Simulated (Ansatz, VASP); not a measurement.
Two plane-wave programs on As

The input INCAR:

```
SYSTEM = As
PREC = Accurate
ENCUT = 520
EDIFF = 1E-7
ISMEAR = 0
SIGMA = 0.02
LREAL = .False.
LASPH = .True.
NELM = 100
ALGO = Normal
ISIF = 2
LWAVE = .False.
LCHARG = .True.
LDIPOL = .True.
IDIPOL = 3
DIPOL = 0.5 0.5 0.500
GGA = PE
LELF = .True.
LVHAR = .True.
LVACPOTAV = .True.
NBANDS = 12
```

Contents of KPOINTS:

```
regular mesh
0
Gamma
  9 9 1
  0 0 0
```

Contents of POSCAR:

```
As
1.0
    3.7280000000      0.0000000000      0.0000000000
   -1.8640000000      3.2285427053      0.0000000000
    0.0000000000      0.0000000000     28.0000000000
As
2
Direct
    0.3333333333      0.6666666667      0.5266071429
    0.6666666667      0.3333333333      0.4733928571
```

Input for Ansatz:

```yaml
crystal:
  lattice:
    - [3.728, 0.0, 0.0]
    - [-1.864, 3.2285427053, 0.0]
    - [0.0, 0.0, 28.0]
  atoms:
    - { symbol: As, position: [0.3333333333, 0.6666666667, 0.5266071429] }
    - { symbol: As, position: [0.6666666667, 0.3333333333, 0.4733928571] }
  periodic: [true, true, false]
basis:
  ecutwfc: 420
kpoints:
  mp_grid: { grid: [9, 9, 1] }
hamiltonian:
  xc: pbe
scf:
  occupations: { method: gaussian, width: 0.02 }
output:
  forces: true
  stress: true
  eigenvalues: true
```

Alike in both runs: task single point; functional PBE; k mesh 9 × 9 × 1; occupations gaussian, width 0.02 eV; no spin polarisation.

|  | VASP | Ansatz |
| --- | --- | --- |
| version | VASP 6.6.1 | Ansatz 0.2.0 |
| potentials or method | VASP PAW PBE potentials, release 64 (As), cutoff 520 eV | scalar-relativistic, plane waves, PAW |
| valence electrons in the cell | 10 | 30 |

Ansatz gave:

| Quantity | Value |
| --- | --- |
| gap on the k mesh at the Fermi level (eV) | 1.43 |
| least direct gap on the mesh (eV) | 1.55 |
| rms of the force components (eV/Å) | 0.817 |

Q: Which values does VASP return?

A: gap on the k mesh at the Fermi level (eV): 1.43; least direct gap on the mesh (eV): 1.54; rms of the force components (eV/Å): 0.790.

Atom by atom the forces differ by 0.027 eV/Å (rms over components). VASP's potentials hold 10 valence electrons a cell and Ansatz's 30, so a difference there can come from the potentials and not from the codes.
